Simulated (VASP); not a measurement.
# Be (Pm-3n) in VASP: single point with r2SCAN

Aim: the single point of Be with r2SCAN.

All numbers are computed with VASP 6.6.1; they aren't measurements. Logs are shortened: lines on timing, memory, paths and dates and some standing lists are left out, and cuts for length are marked.

### 1 The cell of the first run

Symmetry: Pm-3n, No. 223, cubic system. The conventional cell has a = 4.013 Å, b = 4.013 Å, c = 4.013 Å, α = 90.00°, β = 90.00°, γ = 90.00°. Within 3.0 Å of Be (site symmetry m-3) lie 12 Be at 2.24 Å. Within 2.7 Å of Be (site symmetry -4m2) lie 14 Be at 2.01 to 2.46 Å.

### 2 Single point, r2SCAN

Contents of POSCAR:

```
Be
1.0
    4.0133430288      0.0000000000      0.0000000000
    0.0000000000      4.0133430288      0.0000000000
    0.0000000000      0.0000000000      4.0133430288
Be
8
Direct
    0.0000000000      0.0000000000      1.0000000000
    0.5000000000      0.5000000000      0.5000000000
    0.2500000000      0.0000000000      0.5000000000
    0.7500000000      1.0000000000      0.5000000000
    0.5000000000      0.2500000000      1.0000000000
    0.5000000000      0.7500000000      1.0000000000
    1.0000000000      0.5000000000      0.2500000000
    1.0000000000      0.5000000000      0.7500000000
```

Contents of INCAR.step1:

```
  ALGO = Normal
  EDIFF = 1E-4
  ENCUT = 520
  GGA = PE
  ISMEAR = -1
  LASPH = True
  LCHARG = False
  LREAL = False
  LWAVE = True
  NBANDS = 18
  NELM = 80
  PREC = Accurate
  SIGMA = 0.1
```

Contents of INCAR.step2:

```
  ALGO = Normal
  EDIFF = 1E-6
  ENCUT = 520
  ISIF = 2
  ISMEAR = -1
  ISTART = 1
  LASPH = True
  LCHARG = False
  LMIXTAU = True
  LREAL = False
  LWAVE = False
  METAGGA = R2SCAN
  NBANDS = 18
  NELM = 80
  PREC = Accurate
  SIGMA = 0.1
```

Contents of KPOINTS:

```
k-points
0
Gamma
  8 8 8
```

Potentials or basis: VASP PAW PBE potentials, release 64 (Be).

On the command line:

```bash
cat potpaw_PBE.64/Be/POTCAR > POTCAR
cp INCAR.step1 INCAR
mpirun -np 1 vasp_std > vasp.out
cp INCAR.step2 INCAR
mpirun -np 1 vasp_std > vasp.out
```

OUTCAR:

```text
EDIFF = 1E-6
   ENCUT = 520
   ISIF = 2
   ISMEAR = -1
   ISTART = 1
   LASPH = True
   LREAL = False
   METAGGA = R2SCAN
   NELM = 80
   PREC = Accurate

 ion  position               nearest neighbor table
   1  0.000  0.000  0.000-   3 2.24   4 2.24   5 2.24   6 2.24   7 2.24   8 2.24   3 2.24   4 2.24
                             7 2.24   8 2.24   5 2.24   6 2.24
   2  0.500  0.500  0.500-   3 2.24   4 2.24   5 2.24   6 2.24   7 2.24   8 2.24   5 2.24   6 2.24
                             3 2.24   4 2.24   7 2.24   8 2.24
   3  0.250  0.000  0.500-   4 2.01   4 2.01   1 2.24   1 2.24   2 2.24   2 2.24
   4  0.750  0.000  0.500-   3 2.01   3 2.01   1 2.24   1 2.24   2 2.24   2 2.24
   5  0.500  0.250  0.000-   6 2.01   6 2.01   1 2.24   2 2.24   2 2.24   1 2.24
   6  0.500  0.750  0.000-   5 2.01   5 2.01   1 2.24   2 2.24   2 2.24   1 2.24
   7  0.000  0.500  0.250-   8 2.01   8 2.01   1 2.24   2 2.24   1 2.24   2 2.24
   8  0.000  0.500  0.750-   7 2.01   7 2.01   1 2.24   2 2.24   1 2.24   2 2.24

  LATTYP: Found a simple cubic cell.
 ALAT       =     4.0133430288

  Lattice vectors:

 A1 = (   4.0133430288,   0.0000000000,   0.0000000000)
 A2 = (   0.0000000000,   4.0133430288,   0.0000000000)
 A3 = (   0.0000000000,   0.0000000000,   4.0133430288)

Analysis of symmetry for initial positions (statically):
=====================================================================
 Subroutine PRICEL returns:
 Original cell was already a primitive cell.

 Routine SETGRP: Setting up the symmetry group for a
 simple cubic supercell.

 Subroutine GETGRP returns: Found 48 space group operations
 (whereof 24 operations were pure point group operations)
 out of a pool of 48 trial point group operations.

The static configuration has the point symmetry T_h .
 The point group associated with its full space group is O_h .

Analysis of symmetry for dynamics (positions and initial velocities):
=====================================================================
 Subroutine PRICEL returns:
 Original cell was already a primitive cell.

 Routine SETGRP: Setting up the symmetry group for a
 simple cubic supercell.

 Subroutine GETGRP returns: Found 48 space group operations
 (whereof 24 operations were pure point group operations)
 out of a pool of 48 trial point group operations.

The dynamic configuration has the point symmetry T_h .
 The point group associated with its full space group is O_h .

 Subroutine INISYM returns: Found 48 space group operations
 (whereof 24 operations are pure point group operations),
 and found     1 'primitive' translations

----------------------------------------------------------------------------------------

                                     Primitive cell

  volume of cell :      64.6426

  direct lattice vectors                    reciprocal lattice vectors
     4.013343029  0.000000000  0.000000000     0.249168833  0.000000000  0.000000000
     0.000000000  4.013343029  0.000000000     0.000000000  0.249168833  0.000000000
     0.000000000  0.000000000  4.013343029     0.000000000  0.000000000  0.249168833

  length of vectors
     4.013343029  4.013343029  4.013343029     0.249168833  0.249168833  0.249168833

  position of ions in fractional coordinates (direct lattice)
     0.000000000  0.000000000  0.000000000
     0.500000000  0.500000000  0.500000000
     0.250000000  0.000000000  0.500000000
     0.750000000  0.000000000  0.500000000
     0.500000000  0.250000000  0.000000000
     0.500000000  0.750000000  0.000000000
     0.000000000  0.500000000  0.250000000
     0.000000000  0.500000000  0.750000000

  ion indices of the primitive-cell ions
   primitive index   ion index
                 1           1
                 2           2
                 3           3
                 4           4
                 5           5
                 6           6
                 7           7
                 8           8

----------------------------------------------------------------------------------------

 KPOINTS: k-points

Automatic generation of k-mesh.
 Grid dimensions read from file:
 generate k-points for:    8    8    8

 Generating k-lattice:

  Cartesian coordinates                     Fractional coordinates (reciprocal lattice)
     0.031146104  0.000000000  0.000000000     0.125000000  0.000000000  0.000000000
     0.000000000  0.031146104  0.000000000     0.000000000  0.125000000  0.000000000
     0.000000000  0.000000000  0.031146104     0.000000000  0.000000000  0.125000000

  Length of vectors
     0.031146104  0.031146104  0.031146104

  Shift w.r.t. Gamma in fractional coordinates (k-lattice)
     0.000000000  0.000000000  0.000000000

 Subroutine IBZKPT returns following result:
 ===========================================

 Found     35 irreducible k-points:

 Following reciprocal coordinates:
            Coordinates               Weight
  0.000000  0.000000  0.000000      1.000000
  0.125000  0.000000  0.000000      6.000000
  0.250000  0.000000  0.000000      6.000000
  0.375000  0.000000  0.000000      6.000000
  0.500000  0.000000  0.000000      3.000000
  0.125000  0.125000  0.000000     12.000000
[... 16 lines left out ...]
  0.375000  0.375000  0.125000     24.000000
  0.500000  0.375000  0.125000     24.000000
 [... further k-points ...]
   k-points           NKPTS =     35   k-points in BZ     NKDIM =     35   number of bands    NBANDS=     18
   number of dos      NEDOS =    301   number of ions     NIONS =      8
   total plane-waves  NPLWV =  27000
   dimension x,y,z NGX =    30 NGY =   30 NGZ =   30
   dimension x,y,z NGXF=    60 NGYF=   60 NGZF=   60
   ions per type =               8
   NGX,Y,Z   is equivalent  to a cutoff of  12.43, 12.43, 12.43 a.u.
   NGXF,Y,Z  is equivalent  to a cutoff of  24.85, 24.85, 24.85 a.u.
 SYSTEM =  unknown system
   PREC   = accura    normal or accurate (medium, high low for compatibility)
   ISTART =      1    job   : 0-new  1-cont  2-samecut
   ICHARG =      0    charge: 1-file 2-atom 10-const
   ISPIN  =      1    spin polarized calculation?
   LNONCOLLINEAR =      F non collinear calculations
   LSORBIT =      F    spin-orbit coupling
   LASPH  =      T    aspherical Exc in radial PAW
   ENCUT  =  520.0 eV  38.22 Ry    6.18 a.u.   7.46  7.46  7.46*2*pi/ulx,y,z
   NELM   =     80;   NELMIN=  2; NELMDL=  0     # of ELM steps
   EDIFF  = 0.1E-05   stopping-criterion for ELM
   LREAL  =      F    real-space projection
   EDIFFG = 0.1E-04   stopping-criterion for IOM
   NSW    =      0    number of steps for IOM
   IBRION =     -1    ionic relax: 0-MD 1-quasi-New 2-CG
   NFREE  =      0    steps in history (QN), initial steepest desc. (CG)
   ISIF   =      2    stress and relaxation
   ISYM   =      2    0-nonsym 1-usesym 2-fastsym
   POTIM  = 0.5000    time-step for ionic-motion
   TEBEG  =    0.0;   TEEND  =   0.0 temperature during run
   PSTRESS=    0.0 pullay stress
   NELECT =      16.0000    total number of electrons
   NUPDOWN=      -1.0000    fix difference up-down
   EMIN   =  10.00;   EMAX   =-10.00  energy-range for DOS
   EFERMI =   0.00;   METHOD = LEGACY
   ISMEAR =    -1;   SIGMA  =   0.10  broadening in eV -4-tet -1-fermi 0-gaus
   EFERMI_NEDOS =   21; number of points for ismear=-14 and -15
   IALGO  =     38    algorithm
   IMIX   =      4    mixing-type and parameters
     AMIX     =   0.40;   BMIX     =  1.00
     AMIX_MAG =   1.60;   BMIX_MAG =  1.00
  volume/ion in A,a.u.               =       8.08        54.53
  Fermi-wavevector in a.u.,A,eV,Ry     =   1.027879  1.942409 14.375027  1.056535
  Thomas-Fermi vector in A             =   2.161846
   LORBIT       =      0    0 simple, 1 ext, 2 COOP (PROOUT), +10 PAW based schemes
   METAGGA = R2SCAN    functional components
   LHFCALC =     F    Hartree Fock is set to
   AEXX    =    0.0000 exact exchange contribution
   IVDW    =     0    specifies the selected vdW correction
   LEPSILON=     F    determine dielectric tensor
   LRPA    =     F    only Hartree local field effects (RPA)
 non-spin polarized calculation
  energy-cutoff  :      520.00
  volume of cell :       64.64
 maximum number of plane-waves:      1763
 NGX is ok and might be reduce to    30
   NGX = 15   NGY = 15   NGZ = 15

 number of electron      16.0000000 magnetization

 Free energy of the ion-electron system (eV)
  ---------------------------------------------------
  ext. energy  EPLUGINS =         0.00000000
  ---------------------------------------------------
  free energy    TOTEN  =       -33.86161647 eV

  energy without entropy =      -33.82336612  energy(sigma->0) =      -33.84249129

 E-fermi :   6.6829     XC(G=0): -11.1856

 val. band max:        6.6517327753   @ k =   0.5000   0.2500   0.0000
 cond. band min:       6.6910356952   @ k =   0.5000   0.0000   0.0000
 fundamental gap:      0.0393029199
 Fermi energy:         6.6829345022

 k-point     1 :       0.0000    0.0000    0.0000
  band No.  band energies     occupation
      1      -5.1598      2.00000
      2       1.4269      2.00000
      3       1.4269      2.00000
      4       1.4269      2.00000
      5       2.8376      2.00000
      6       2.8376      2.00000
[... 10 lines left out ...]
     17      13.7470      0.00000
     18      13.7470      0.00000

 k-point     2 :       0.1250    0.0000    0.0000
  band No.  band energies     occupation
      1      -5.0434      2.00000
      2       0.3818      2.00000
      3       1.5503      2.00000
      4       1.5503      2.00000
      5       2.8924      2.00000
      6       3.1171      2.00000
[... 10 lines left out ...]
     17      14.1241      0.00000
     18      14.3772      0.00000

 k-point     3 :       0.2500    0.0000    0.0000
  band No.  band energies     occupation
      1      -4.6942      2.00000
      2      -1.0200      2.00000
      3       1.9092      2.00000
      4       1.9092      2.00000
      5       3.0387      2.00000
      6       3.2290      2.00000
[... 412 lines left out ...]
 k-point    23 :       0.3750    0.3750    0.1250
  band No.  band energies     occupation
      1      -2.9408      2.00000
      2      -1.1050      2.00000
      3      -1.0680      2.00000
      4       0.7593      2.00000
      5       2.4361      2.00000
      6       3.7427      2.00000
[... 10 lines left out ...]
     17      17.1828      0.00000
     18      17.8865      0.00000

 k-point    24 :       0.5000    0.3750    0.1250
  band No.  band energies     occupation
      1      -2.1296      2.00000
      2      -2.1207      2.00000
      3      -0.2820      2.00000
      4      -0.2586      2.00000
      5       3.0182      2.00000
      6       3.3109      2.00000
[... 10 lines left out ...]
     17      16.5546      0.00000
     18      16.9606      0.00000

 [... further k-points ...]
[... 5 lines left out ...]
  --------------------------------------------------------------------------------------
  -------------------------------------------------------------------------------------
  Total       -0.0903232     -0.0903232     -0.0903232     -0.0000000     -0.0000000      0.0000000
  in kB       -2.2386739     -2.2386739     -2.2386739     -0.0000000     -0.0000000      0.0000000
  external PRESSURE =      -2.2386739 kB  Pullay stress =       0.0000000 kB

 VOLUME and BASIS-vectors are now :
 -----------------------------------------------------------------------------
  energy-cutoff  :      520.00
  volume of cell :       64.64
      direct lattice vectors                 reciprocal lattice vectors
     4.013343029  0.000000000  0.000000000     0.249168833  0.000000000  0.000000000
     0.000000000  4.013343029  0.000000000     0.000000000  0.249168833  0.000000000
     0.000000000  0.000000000  4.013343029     0.000000000  0.000000000  0.249168833

 POSITION                                       TOTAL-FORCE (eV/Angst)
 -----------------------------------------------------------------------------------
      0.00000      0.00000      0.00000         0.000000     -0.000000      0.000000
      2.00667      2.00667      2.00667         0.000000     -0.000000      0.000000
      1.00334      0.00000      2.00667        -0.000000     -0.000000     -0.000000
      3.01001      0.00000      2.00667         0.000000      0.000000     -0.000000
      2.00667      1.00334      0.00000         0.000000     -0.000000      0.000000
      2.00667      3.01001      0.00000        -0.000000      0.000000     -0.000000
      0.00000      2.00667      1.00334         0.000000     -0.000000      0.000000
      0.00000      2.00667      3.01001        -0.000000     -0.000000     -0.000000
 -----------------------------------------------------------------------------------
    total drift:                               -0.000000     -0.000000     -0.000000

  FREE ENERGIE OF THE ION-ELECTRON SYSTEM (eV)
  ---------------------------------------------------
  free  energy   TOTEN  =       -33.8616164651 eV

  energy  without entropy=      -33.8233661197  energy(sigma->0) =      -33.84249129
```

It took 70 s on 1 thread of Intel Xeon Platinum 8488C (Sapphire Rapids), shared host; peak memory 0.17 GiB.

Results:

| Item | Value |
| --- | --- |
| Free energy | -33.8616 eV |
| Pressure | -0.2 GPa |
| Band gap on the k mesh | zero (band 8 reaches 8.89 eV, above the bottom of band 9 at 6.43 eV) |

Caveat: the PAW data sets were made with another functional, which shifts forces and pressure a little.
